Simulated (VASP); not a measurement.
# FeSi16 (a cell with a defect) in VASP: single point with r2SCAN

Aim: the single point of FeSi16 (a cell with a defect) with r2SCAN.

All numbers are computed with VASP 6.6.1; they aren't measurements. Logs are shortened: lines on timing, memory, paths and dates and some standing lists are left out, and cuts for length are marked.

## 1. The cell of the first run

The cell holds a defect, 17 atoms: a = 7.679 Å, b = 7.679 Å, c = 7.679 Å, α = 60.00°, β = 60.00°, γ = 60.00°.

## 2. Single point, r2SCAN, collinear spin, ferromagnetic start

POSCAR reads:

```
FeSi16
1.0
    0.0000000000      5.4300000000      5.4300000000
    5.4300000000      0.0000000000      5.4300000000
    5.4300000000      5.4300000000      0.0000000000
Si Fe
16 1
Direct
   -0.0000905952     -0.0022148757      0.0000907907
    0.1231789827      0.1256524183      0.1234326782
    0.0008749603     -0.0015897963      0.5000445728
    0.1268781261      0.1260214769      0.6260024577
    0.0003500944      0.4995437491      0.0005386388
    0.1243353889      0.6246821260      0.1245871644
   -0.0008709399      0.5000232853      0.4976263227
    0.1228904954      0.6215689395      0.6267207545
    0.4998096254     -0.0015963324      0.0011226598
    0.6258154065      0.1260173816      0.1270901548
    0.5028115430      0.0041798841      0.5030236298
    0.6286805883      0.1256634718      0.6289228039
    0.4973797833      0.5000436040     -0.0006616329
    0.6265264059      0.6215480291      0.1231118142
    0.4993261440      0.4976483724      0.4995485603
    0.6249577631      0.6268095913      0.6251494048
    0.3786276377      0.8745646752      0.3788778955
```

INCAR.step1 reads:

```
ALGO = Normal
EDIFF = 1E-4
ENCUT = 520
GGA = PE
ISMEAR = 0
ISPIN = 2
LASPH = True
LCHARG = False
LMAXMIX = 4
LREAL = Auto
LWAVE = True
MAGMOM = 0 0 0 0 0 0 0 0 0 0 0 0 0 0 0 0 2.5
NBANDS = 54
NELM = 150
PREC = Accurate
SIGMA = 0.05
```

INCAR.step2 reads:

```
ALGO = Normal
EDIFF = 1E-7
ENCUT = 520
ISIF = 2
ISMEAR = 0
ISPIN = 2
ISTART = 1
LASPH = True
LCHARG = True
LELF = True
LMAXMIX = 4
LMIXTAU = True
LORBIT = 11
LREAL = Auto
LVHAR = True
LWAVE = False
MAGMOM = 0 0 0 0 0 0 0 0 0 0 0 0 0 0 0 0 2.5
METAGGA = R2SCAN
NBANDS = 54
NELM = 150
PREC = Accurate
SIGMA = 0.05
```

KPOINTS reads:

```
k-points
0
Gamma
  2 2 2
```

Potentials or basis: VASP PAW PBE potentials, release 64 (Si, Fe).

The run is started by

```
$ cat potpaw_PBE.64/Si/POTCAR potpaw_PBE.64/Fe/POTCAR > POTCAR
$ cp INCAR.step1 INCAR
$ mpirun -np 1 vasp_std > vasp.out
$ cp INCAR.step2 INCAR
$ mpirun -np 1 vasp_std > vasp.out
```

OUTCAR:

```text
EDIFF = 1E-7
   ENCUT = 520
   ISIF = 2
   ISMEAR = 0
   ISPIN = 2
   ISTART = 1
   LASPH = True
   LORBIT = 11
   LREAL = Auto
   METAGGA = R2SCAN
   NELM = 150
   PREC = Accurate

 ion  position               nearest neighbor table
   1  1.000  0.998  0.000-   6 2.34   4 2.35  10 2.35   2 2.35
   2  0.123  0.126  0.123-   5 2.34   1 2.35   3 2.36   9 2.36  17 2.77
   3  0.001  0.998  0.500-  12 2.33   2 2.36   8 2.36  17 2.37   4 2.38
   4  0.127  0.126  0.626-   7 2.35   1 2.35  11 2.36   3 2.38  17 2.71
   5  0.000  0.500  0.001-   6 2.34   8 2.34  14 2.34   2 2.34
   6  0.124  0.625  0.125-   7 2.34  13 2.34   1 2.34   5 2.34
   7  0.999  0.500  0.498-   6 2.34   4 2.35  16 2.35   8 2.35
   8  0.123  0.622  0.627-   5 2.34   7 2.35  15 2.36   3 2.36  17 2.76
   9  0.500  0.998  0.001-  12 2.33   2 2.36  14 2.36  17 2.37  10 2.38
  10  0.626  0.126  0.127-  13 2.35   1 2.35  11 2.36   9 2.38  17 2.71
  11  0.503  0.004  0.503-  12 2.34  10 2.36   4 2.36  16 2.37  17 2.37
  12  0.629  0.126  0.629-  15 2.33   3 2.33   9 2.33  11 2.34
  13  0.497  0.500  0.999-   6 2.34  10 2.35  16 2.35  14 2.35
  14  0.627  0.622  0.123-   5 2.34  13 2.35  15 2.36   9 2.36  17 2.76
  15  0.499  0.498  0.500-  12 2.33   8 2.36  14 2.36  17 2.36  16 2.39
  16  0.625  0.627  0.625-   7 2.35  13 2.35  11 2.37  15 2.39  17 2.67
  17  0.379  0.875  0.379-  15 2.36   3 2.37   9 2.37  11 2.37  16 2.67   4 2.71  10 2.71   8 2.76
                            14 2.76   2 2.77

  LATTYP: Found a face centered cubic cell.
 ALAT       =    10.8600000000

  Lattice vectors:

 A1 = (   0.0000000000,   5.4300000000,   5.4300000000)
 A2 = (   5.4300000000,   0.0000000000,   5.4300000000)
 A3 = (   5.4300000000,   5.4300000000,   0.0000000000)

Analysis of symmetry for initial positions (statically):
=====================================================================
 Subroutine PRICEL returns:
 Original cell was already a primitive cell.

 Routine SETGRP: Setting up the symmetry group for a
 face centered cubic supercell.

 Subroutine GETGRP returns: Found  1 space group operations
 (whereof  1 operations were pure point group operations)
 out of a pool of 48 trial point group operations.

The static configuration has the point symmetry C_1 .

Analysis of symmetry for dynamics (positions and initial velocities):
=====================================================================
 Subroutine PRICEL returns:
 Original cell was already a primitive cell.

 Routine SETGRP: Setting up the symmetry group for a
 face centered cubic supercell.

 Subroutine GETGRP returns: Found  1 space group operations
 (whereof  1 operations were pure point group operations)
 out of a pool of 48 trial point group operations.

The dynamic configuration has the point symmetry C_1 .

Analysis of structural, dynamic, and magnetic symmetry:
=====================================================================
 Subroutine PRICEL returns:
 Original cell was already a primitive cell.

 Routine SETGRP: Setting up the symmetry group for a
 face centered cubic supercell.

 Subroutine GETGRP returns: Found  1 space group operations
 (whereof  1 operations were pure point group operations)
 out of a pool of 48 trial point group operations.

The overall configuration has the point symmetry C_1 .

 Subroutine INISYM returns: Found  1 space group operations
 (whereof  1 operations are pure point group operations),
 and found     1 'primitive' translations

----------------------------------------------------------------------------------------

                                     Primitive cell

  volume of cell :     320.2060

  direct lattice vectors                    reciprocal lattice vectors
     0.000000000  5.430000000  5.430000000    -0.092081031  0.092081031  0.092081031
     5.430000000  0.000000000  5.430000000     0.092081031 -0.092081031  0.092081031
     5.430000000  5.430000000  0.000000000     0.092081031  0.092081031 -0.092081031

  length of vectors
     7.679179644  7.679179644  7.679179644     0.159489025  0.159489025  0.159489025

  position of ions in fractional coordinates (direct lattice)
[... 77 lines left out ...]
   dimension x,y,z NGX =    60 NGY =   60 NGZ =   60
   dimension x,y,z NGXF=   120 NGYF=  120 NGZF=  120
   ions per type =              16   1
   NGX,Y,Z   is equivalent  to a cutoff of  12.99, 12.99, 12.99 a.u.
   NGXF,Y,Z  is equivalent  to a cutoff of  25.98, 25.98, 25.98 a.u.
 SYSTEM =  unknown system
   PREC   = accura    normal or accurate (medium, high low for compatibility)
   ISTART =      1    job   : 0-new  1-cont  2-samecut
   ICHARG =      0    charge: 1-file 2-atom 10-const
   ISPIN  =      2    spin polarized calculation?
   LNONCOLLINEAR =      F non collinear calculations
   LSORBIT =      F    spin-orbit coupling
   LASPH  =      T    aspherical Exc in radial PAW
   ENCUT  =  520.0 eV  38.22 Ry    6.18 a.u.  14.28 14.28 14.28*2*pi/ulx,y,z
   NELM   =    150;   NELMIN=  2; NELMDL=  0     # of ELM steps
   EDIFF  = 0.1E-06   stopping-criterion for ELM
   LREAL  =      T    real-space projection
   EDIFFG = 0.1E-05   stopping-criterion for IOM
   NSW    =      0    number of steps for IOM
   IBRION =     -1    ionic relax: 0-MD 1-quasi-New 2-CG
   NFREE  =      0    steps in history (QN), initial steepest desc. (CG)
   ISIF   =      2    stress and relaxation
   ISYM   =      2    0-nonsym 1-usesym 2-fastsym
   POTIM  = 0.5000    time-step for ionic-motion
   TEBEG  =    0.0;   TEEND  =   0.0 temperature during run
   PSTRESS=    0.0 pullay stress
   NELECT =      72.0000    total number of electrons
   NUPDOWN=      -1.0000    fix difference up-down
   EMIN   =  10.00;   EMAX   =-10.00  energy-range for DOS
   EFERMI =   0.00;   METHOD = LEGACY
   ISMEAR =     0;   SIGMA  =   0.05  broadening in eV -4-tet -1-fermi 0-gaus
   EFERMI_NEDOS =   21; number of points for ismear=-14 and -15
   IALGO  =     38    algorithm
   IMIX   =      4    mixing-type and parameters
     AMIX     =   0.40;   BMIX     =  1.00
     AMIX_MAG =   1.60;   BMIX_MAG =  1.00
  volume/ion in A,a.u.               =      18.84       127.11
  Fermi-wavevector in a.u.,A,eV,Ry     =   0.995503  1.881228 13.483726  0.991026
  Thomas-Fermi vector in A             =   2.127527
   LORBIT       =     11    0 simple, 1 ext, 2 COOP (PROOUT), +10 PAW based schemes
   METAGGA = R2SCAN    functional components
   LHFCALC =     F    Hartree Fock is set to
   AEXX    =    0.0000 exact exchange contribution
   IVDW    =     0    specifies the selected vdW correction
   LEPSILON=     F    determine dielectric tensor
   LRPA    =     F    only Hartree local field effects (RPA)
 spin polarized calculation
 Gauss-broadening in eV      SIGMA  =   0.05
  energy-cutoff  :      520.00
  volume of cell :      320.21
 maximum number of plane-waves:      8646
 NGX is ok and might be reduce to    60
   NGX = 29   NGY = 29   NGZ = 29

 number of electron      72.0000000 magnetization       2.2500062

 Free energy of the ion-electron system (eV)
  ---------------------------------------------------
  ext. energy  EPLUGINS =         0.00000000
  ---------------------------------------------------
  free energy    TOTEN  =      -151.87884287 eV

  energy without entropy =     -151.87376864  energy(sigma->0) =     -151.87630576

 E-fermi :   6.4129     XC(G=0): -10.1554

 val. band max:        6.3850162484   @ k =   0.5000   0.0000   0.0000
 cond. band min:       6.4191757953   @ k =   0.5000   0.0000   0.5000
 fundamental gap:      0.0341595468
 Fermi energy:         6.4129205514

 spin component 1

 k-point     1 :       0.0000    0.0000    0.0000
  band No.  band energies     occupation
      1      -6.6612      1.00000
      2      -4.1788      1.00000
      3      -4.1653      1.00000
      4      -4.1635      1.00000
      5      -4.1630      1.00000
      6      -2.4490      1.00000
[... 397 lines left out ...]
     47      10.6151      0.00000
     48      10.6336      0.00000
 Fermi energy:         6.4129205514

 spin component 2

 k-point     1 :       0.0000    0.0000    0.0000
  band No.  band energies     occupation
      1      -6.6499      1.00000
      2      -4.1720      1.00000
      3      -4.1484      1.00000
      4      -4.1482      1.00000
      5      -4.1363      1.00000
      6      -2.4618      1.00000
[... 397 lines left out ...]
     47      10.6775      0.00000
     48      10.6873      0.00000
 [bands above 48 left out]

------------------------ aborting loop because EDIFF is reached ----------------------------------------

  FORCE on cell =-STRESS in cart. coord.  units (eV):
  Direction    XX          YY          ZZ          XY          YZ          ZX
  --------------------------------------------------------------------------------------
  -------------------------------------------------------------------------------------
  Total        2.5791962      2.6418176      2.5791239     -0.2026263     -0.1998381     -0.2364315
  in kB       12.9052219     13.2185534     12.9048601     -1.0138573     -0.9999064     -1.1830047
  external PRESSURE =      13.0095452 kB  Pullay stress =       0.0000000 kB

 VOLUME and BASIS-vectors are now :
 -----------------------------------------------------------------------------
  energy-cutoff  :      520.00
  volume of cell :      320.21
      direct lattice vectors                 reciprocal lattice vectors
     0.000000000  5.430000000  5.430000000    -0.092081031  0.092081031  0.092081031
     5.430000000  0.000000000  5.430000000     0.092081031 -0.092081031  0.092081031
     5.430000000  5.430000000  0.000000000     0.092081031  0.092081031 -0.092081031

 POSITION                                       TOTAL-FORCE (eV/Angst)
 -----------------------------------------------------------------------------------
      5.41847      5.43000     10.84748         0.000949      0.002085     -0.000760
      1.35253      1.33910      1.35115        -0.001725     -0.002175     -0.000866
      8.13661      2.71999      5.42612         0.008757     -0.007105     -0.006999
      4.08349      4.08814      1.37324         0.004487      0.001138     -0.000754
      2.71545      0.00483      2.71442         0.001342     -0.003062      0.000360
      4.06853      1.35165      4.06717         0.000693      0.001943      0.002871
[... 9 lines left out ...]
      6.79814      6.78808      6.79710        -0.002059      0.005891     -0.003996
      6.80619      4.11326      6.80483        -0.000656     -0.000326     -0.000145
 -----------------------------------------------------------------------------------
    total drift:                                0.005636      0.001675      0.007372

  FREE ENERGIE OF THE ION-ELECTRON SYSTEM (eV)
  ---------------------------------------------------
  free  energy   TOTEN  =      -151.8788428700 eV

  energy  without entropy=     -151.8737686405  energy(sigma->0) =     -151.87630576

 total charge

# of ion       s       p       d       tot
------------------------------------------
    1        0.735   0.973   0.000   1.708
    2        0.729   0.979   0.000   1.708
    3        0.726   0.986   0.000   1.713
    4        0.728   0.979   0.000   1.706
    5        0.735   0.975   0.000   1.709
    6        0.735   0.987   0.000   1.722
[... 9 lines left out ...]
   16        0.728   0.975   0.000   1.703
   17        0.375   0.429   6.515   7.318
--------------------------------------------------
tot         12.079  16.073   6.515  34.666

 magnetization (x)

# of ion       s       p       d       tot
------------------------------------------
    1        0.002   0.007   0.000   0.009
    2       -0.001  -0.006   0.000  -0.007
    3        0.001   0.028   0.000   0.030
    4       -0.001  -0.005   0.000  -0.006
    5        0.002   0.008   0.000   0.009
    6       -0.001  -0.004   0.000  -0.005
[... 9 lines left out ...]
   16       -0.001   0.000   0.000  -0.001
   17        0.023   0.012   1.997   2.032
--------------------------------------------------
tot          0.033   0.120   1.997   2.150
```

Wall time 19 min (1 thread of Intel Xeon 6975P-C (Granite Rapids), shared host); peak memory 0.8 GiB.

Results:

| Item | Value |
| --- | --- |
| Free energy | -151.8788 eV |
| Pressure | 1.3 GPa |
| Largest force | 0.014 eV/Å |
| Net moment | 2.25 μB per cell |
| Site moments | Si +0.01, -0.01, +0.03, -0.00 (each value once); Fe +2.03 μB |
| Valence electrons inside the program's atomic spheres | Si 1.71, 1.72, 1.70 (each value once); Fe 7.32 |

Forces on the atoms (eV/Å):
```
Si   0.001  0.002 -0.001
Si  -0.002 -0.002 -0.001
Si   0.009 -0.007 -0.007
Si   0.004  0.001 -0.001
Si   0.001 -0.003  0.000
Si   0.001  0.002  0.003
Si   0.000 -0.001  0.003
Si  -0.002  0.000 -0.003
Si  -0.007 -0.006  0.009
Si   0.000 -0.001  0.004
Si   0.008  0.008  0.008
Si  -0.002 -0.006 -0.003
Si   0.002  0.000  0.000
Si  -0.003 -0.002 -0.002
Si  -0.007  0.009 -0.006
Si  -0.002  0.006 -0.004
Fe  -0.001  0.000  0.000
```

Stress tensor (GPa, compression positive):
```
 1.29 -0.10 -0.12
-0.10  1.32 -0.10
-0.12 -0.10  1.29
```

Levels at points of the mesh, in eV from the Fermi level:
Spin up:
| k point | band 33 | band 34 | band 35 | band 36 | band 37 | band 38 | band 39 | band 40 | band 41 | band 42 |
| --- | --- | --- | --- | --- | --- | --- | --- | --- | --- | --- |
| (0.00, 0.00, 0.00) | -0.59 | -0.58 | -0.30 | -0.30 | -0.27 | -0.17 | 0.60 | 0.60 | 0.83 | 0.86 |
| (0.50, 0.00, 0.00) | -1.64 | -1.09 | -1.06 | -0.55 | -0.52 | 0.80 | 1.29 | 1.41 | 1.43 | 1.56 |
| (0.00, 0.50, 0.00) | -1.63 | -1.09 | -1.04 | -0.55 | -0.52 | 0.78 | 1.31 | 1.40 | 1.43 | 1.55 |
| (0.00, 0.00, 0.50) | -1.64 | -1.09 | -1.06 | -0.55 | -0.52 | 0.80 | 1.29 | 1.41 | 1.43 | 1.56 |
| (0.50, 0.50, 0.50) | -1.64 | -1.08 | -1.06 | -0.54 | -0.54 | 0.74 | 1.36 | 1.39 | 1.40 | 1.54 |
| (0.50, 0.50, 0.00) | -1.91 | -1.80 | -1.14 | -1.10 | -0.59 | 0.80 | 1.29 | 2.17 | 2.19 | 2.19 |
| (0.00, 0.50, 0.50) | -1.91 | -1.80 | -1.14 | -1.10 | -0.59 | 0.80 | 1.29 | 2.17 | 2.19 | 2.19 |
| (0.50, 0.00, 0.50) | -1.87 | -1.80 | -1.15 | -1.12 | -0.59 | 0.80 | 1.30 | 2.17 | 2.18 | 2.19 |
Spin down:
```
           k point  band 31  band 32  band 33  band 34  band 35  band 36  band 37  band 38  band 39  band 40
(0.00, 0.00, 0.00)    -0.99    -0.98    -0.18    -0.16    -0.09     0.06     0.46     0.48     1.06     1.06
(0.50, 0.00, 0.00)    -1.24    -1.24    -0.79    -0.19    -0.03     0.91     0.96     1.03     1.43     1.57
(0.00, 0.50, 0.00)    -1.25    -1.24    -0.73    -0.21    -0.08     0.91     0.96     1.01     1.45     1.55
(0.00, 0.00, 0.50)    -1.24    -1.24    -0.79    -0.19    -0.03     0.91     0.96     1.03     1.43     1.57
(0.50, 0.50, 0.50)    -1.26    -1.25    -0.66    -0.21    -0.18     0.87     0.98     0.99     1.50     1.52
(0.50, 0.50, 0.00)    -1.90    -1.73    -0.95    -0.17    -0.08     0.46     1.41     1.59     1.93     2.17
(0.00, 0.50, 0.50)    -1.90    -1.73    -0.95    -0.17    -0.08     0.46     1.41     1.59     1.93     2.17
(0.50, 0.00, 0.50)    -1.90    -1.74    -0.99    -0.20     0.01     0.45     1.38     1.58     1.98     2.17
```

Caveat: the k points lie up to 0.50 Å⁻¹ apart; the PAW data sets were made with another functional, which shifts forces and pressure a little.
